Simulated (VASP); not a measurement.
# H (P6_3/mmc) in VASP: a series of runs

Runs on H. Level: PBE. Tasks: single point.

All numbers are computed with VASP 6.6.1; they aren't measurements. Logs are shortened: lines on timing, memory, paths and dates and some standing lists are left out, and cuts for length are marked.

### 1 The cell of the first run

The structure is hexagonal, space group P6_3/mmc (No. 194). The conventional cell has a = 1.919 Å, b = 1.919 Å, c = 1.892 Å, α = 90.00°, β = 90.00°, γ = 120.00°. H (site symmetry -6m2) has 8 H at 1.46 to 1.89 Å within 1.9 Å.

### 2 Single point, PBE (volume scaled by 0.98)

INCAR

```
SYSTEM = H
PREC = Accurate
ENCUT = 520
EDIFF = 1E-6
ISMEAR = -1
SIGMA = 0.05
LREAL = .False.
LASPH = .True.
NELM = 100
ALGO = Normal
ISIF = 2
LWAVE = .False.
LCHARG = .False.
GGA = PE
NBANDS = 8
```

KPOINTS

```
Automatic mesh
0
Gamma
  17 17 9
  0 0 0
```

POSCAR

```
H
1.0
    1.9193272223      0.0000000000      0.0000000000
   -0.9596636112      1.6621861327      0.0000000000
    0.0000000000      0.0000000000      1.8919284493
H
2
Direct
    0.3333333333      0.6666666667      0.2500000000
    0.6666666667      0.3333333333      0.7500000000
```

Potentials or basis: VASP PAW PBE potentials, release 64 (H).

The run is started by

```
$ cat potpaw_PBE.64/H/POTCAR > POTCAR
$ mpirun -np 1 vasp_std > vasp.out
```

OUTCAR:

```text
SYSTEM = H
   PREC = Accurate
   ENCUT = 520
   EDIFF = 1E-6
   ISMEAR = -1
   LREAL = .False.
   LASPH = .True.
   NELM = 100
   ISIF = 2
   GGA = PE

 ion  position               nearest neighbor table
   1  0.333  0.667  0.250-
   2  0.667  0.333  0.750-

  LATTYP: Found a hexagonal cell.
 ALAT       =     1.9193272223
 C/A-ratio  =     0.9857248036

  Lattice vectors:

 A1 = (   1.9193272223,   0.0000000000,   0.0000000000)
 A2 = (  -0.9596636112,   1.6621861327,   0.0000000000)
 A3 = (   0.0000000000,   0.0000000000,   1.8919284493)

Analysis of symmetry for initial positions (statically):
=====================================================================
 Subroutine PRICEL returns:
 Original cell was already a primitive cell.

 Routine SETGRP: Setting up the symmetry group for a
 hexagonal supercell.

 Subroutine GETGRP returns: Found 24 space group operations
 (whereof 12 operations were pure point group operations)
 out of a pool of 24 trial point group operations.

The static configuration has the point symmetry D_3d.
 The point group associated with its full space group is D_6h.

Analysis of symmetry for dynamics (positions and initial velocities):
=====================================================================
 Subroutine PRICEL returns:
 Original cell was already a primitive cell.

 Routine SETGRP: Setting up the symmetry group for a
 hexagonal supercell.

 Subroutine GETGRP returns: Found 24 space group operations
 (whereof 12 operations were pure point group operations)
 out of a pool of 24 trial point group operations.

The dynamic configuration has the point symmetry D_3d.
 The point group associated with its full space group is D_6h.

 Subroutine INISYM returns: Found 24 space group operations
 (whereof 12 operations are pure point group operations),
 and found     1 'primitive' translations

----------------------------------------------------------------------------------------

                                     Primitive cell

  volume of cell :       6.0358

  direct lattice vectors                    reciprocal lattice vectors
     1.919327222  0.000000000  0.000000000     0.521015900  0.300808670  0.000000000
    -0.959663611  1.662186133  0.000000000     0.000000000  0.601617340  0.000000000
     0.000000000  0.000000000  1.891928449     0.000000000  0.000000000  0.528561215

  length of vectors
     1.919327222  1.919327222  1.891928449     0.601617340  0.601617340  0.528561215
[... 71 lines left out ...]
 SYSTEM =  H
   PREC   = accura    normal or accurate (medium, high low for compatibility)
   ISTART =      0    job   : 0-new  1-cont  2-samecut
   ICHARG =      2    charge: 1-file 2-atom 10-const
   ISPIN  =      1    spin polarized calculation?
   LNONCOLLINEAR =      F non collinear calculations
   LSORBIT =      F    spin-orbit coupling
   LASPH  =      T    aspherical Exc in radial PAW
   ENCUT  =  520.0 eV  38.22 Ry    6.18 a.u.   3.57  3.57  3.52*2*pi/ulx,y,z
   NELM   =    100;   NELMIN=  2; NELMDL= -5     # of ELM steps
   EDIFF  = 0.1E-05   stopping-criterion for ELM
   LREAL  =      F    real-space projection
[... 7 lines left out ...]
   TEBEG  =    0.0;   TEEND  =   0.0 temperature during run
   PSTRESS=    0.0 pullay stress
   NELECT =       2.0000    total number of electrons
   NUPDOWN=      -1.0000    fix difference up-down
   EMIN   =  10.00;   EMAX   =-10.00  energy-range for DOS
   EFERMI =   0.00;   METHOD = LEGACY
   ISMEAR =    -1;   SIGMA  =   0.05  broadening in eV -4-tet -1-fermi 0-gaus
   EFERMI_NEDOS =   21; number of points for ismear=-14 and -15
   IALGO  =     38    algorithm
   IMIX   =      4    mixing-type and parameters
     AMIX     =   0.40;   BMIX     =  1.00
     AMIX_MAG =   1.60;   BMIX_MAG =  1.00
  volume/ion in A,a.u.               =       3.02        20.37
  Fermi-wavevector in a.u.,A,eV,Ry     =   1.132853  2.140782 17.461129  1.283357
  Thomas-Fermi vector in A             =   2.269555
   LORBIT       =      0    0 simple, 1 ext, 2 COOP (PROOUT), +10 PAW based schemes
   GGA     = PE    functional components
   LHFCALC =     F    Hartree Fock is set to
   AEXX    =    0.0000 exact exchange contribution
   IVDW    =     0    specifies the selected vdW correction
   LEPSILON=     F    determine dielectric tensor
   LRPA    =     F    only Hartree local field effects (RPA)
 non-spin polarized calculation
  energy-cutoff  :      520.00
  volume of cell :        6.04
 maximum number of plane-waves:       175
   NGX =  7   NGY =  7   NGZ =  7

 number of electron       2.0000000 magnetization

 Free energy of the ion-electron system (eV)
  ---------------------------------------------------
  ext. energy  EPLUGINS =         0.00000000
  ---------------------------------------------------
  free energy    TOTEN  =        -4.53961251 eV

  energy without entropy =       -4.53796553  energy(sigma->0) =       -4.53878902

 E-fermi :   2.9171     XC(G=0): -10.9585

 val. band max:        2.8779143053   @ k =   0.3529   0.2941   0.1111
 cond. band min:       2.9368372317   @ k =   0.4118   0.1765   0.1111
 fundamental gap:      0.0589229265
 Fermi energy:         2.9171244554

 k-point     1 :       0.0000    0.0000    0.0000
  band No.  band energies     occupation
      1     -13.5584      2.00000
      2      19.8914      0.00000
      3      31.3223      0.00000
      4      39.4160      0.00000
      5      41.9812      0.00000
      6      42.3641      0.00000
      7      42.3641      0.00000
      8      45.4019      0.00000
[... 243 lines left out ...]
 k-point    24 :       0.1765    0.1765    0.0000
  band No.  band energies     occupation
      1      -8.7425      2.00000
      2      12.4638      0.00000
      3      20.4641      0.00000
      4      32.1181      0.00000
      5      36.3467      0.00000
      6      46.1412      0.00000
      7      47.7831      0.00000
      8      55.9502      0.00000

 [... further k-points ...]
[... 5 lines left out ...]
  --------------------------------------------------------------------------------------
  -------------------------------------------------------------------------------------
  Total        0.0648557      0.0648557      0.0649561     -0.0000000      0.0000000      0.0000000
  in kB       17.2157301     17.2157301     17.2423730     -0.0000000      0.0000000      0.0000000
  external PRESSURE =      17.2246111 kB  Pullay stress =       0.0000000 kB

 VOLUME and BASIS-vectors are now :
 -----------------------------------------------------------------------------
  energy-cutoff  :      520.00
  volume of cell :        6.04
      direct lattice vectors                 reciprocal lattice vectors
     1.919327222  0.000000000  0.000000000     0.521015900  0.300808670  0.000000000
    -0.959663611  1.662186133  0.000000000     0.000000000  0.601617340  0.000000000
     0.000000000  0.000000000  1.891928449     0.000000000  0.000000000  0.528561215

 POSITION                                       TOTAL-FORCE (eV/Angst)
 -----------------------------------------------------------------------------------
     -0.00000      1.10812      0.47298        -0.000000      0.000000      0.000000
      0.95966      0.55406      1.41895         0.000000     -0.000000      0.000000
 -----------------------------------------------------------------------------------
    total drift:                                0.000000     -0.000000      0.000000

  FREE ENERGIE OF THE ION-ELECTRON SYSTEM (eV)
  ---------------------------------------------------
  free  energy   TOTEN  =        -4.5396125059 eV

  energy  without entropy=       -4.5379655327  energy(sigma->0) =       -4.53878902
```

stdout:

```text
POSCAR found type information on POSCAR H
 POSCAR found :  1 types and       2 ions
 scaLAPACK will be used
 LDA part: xc-table for (Slater+PW92), standard interpolation
 POSCAR, INCAR and KPOINTS ok, starting setup
 FFT: planning ... GRIDC
 FFT: planning ... GRID_SOFT
 FFT: planning ... GRID
 WAVECAR not read
 entering main loop
```

It took 2.6 s on 1 thread of Intel Xeon 6975P-C (Granite Rapids), shared host; peak memory 0.1 GiB.

Results:

```
Free energy            : -4.5396 eV
Pressure               : 1.7 GPa
Band gap on the k mesh : zero (band 1 reaches 6.91 eV, above the bottom of band 2 at -1.06 eV)
```

Caveat: the k points lie up to 0.37 Å⁻¹ apart.

### 3 Single point, PBE (volume scaled by 1.02)

INCAR

```
ALGO = Normal
EDIFF = 1E-7
ENCUT = 520
GGA = PE
ISIF = 2
ISMEAR = -1
LASPH = True
LCHARG = False
LREAL = False
LWAVE = False
NBANDS = 8
NELM = 100
PREC = Accurate
SIGMA = 0.05
```

KPOINTS

```
k-points
0
Gamma
  17 17 9
```

POSCAR

```
H
1.0
    1.9450930784      0.0000000000      0.0000000000
   -0.9725465392      1.6845000186      0.0000000000
    0.0000000000      0.0000000000      1.9173264927
H
2
Direct
    0.3333333333      0.6666666667      0.2500000000
    0.6666666667      0.3333333333      0.7500000000
```

Potentials or basis: VASP PAW PBE potentials, release 64 (H).

The run is started by

```
$ cat potpaw_PBE.64/H/POTCAR > POTCAR
$ mpirun -np 1 vasp_std > vasp.out
```

Wall time 2.9 s (1 thread of Intel Xeon 6975P-C (Granite Rapids), shared host); peak memory 0.1 GiB.

Results (log left out):

```
Free energy            : -4.5399 eV
Pressure               : -2.3 GPa
Band gap on the k mesh : zero (band 1 reaches 6.42 eV, above the bottom of band 2 at -1.24 eV)
```

Stress tensor (GPa, compression positive):
```
-2.24  0.00  0.00
 0.00 -2.24  0.00
 0.00  0.00 -2.55
```

Levels at points of the mesh, in eV from the Fermi level:
```csv
k point,band 1,band 2,band 3,band 4,band 5,band 6
"(0.00, 0.00, 0.00)",-16.00,16.36,27.77,35.65,38.07,38.50
```

Caveat: the k points lie up to 0.36 Å⁻¹ apart.
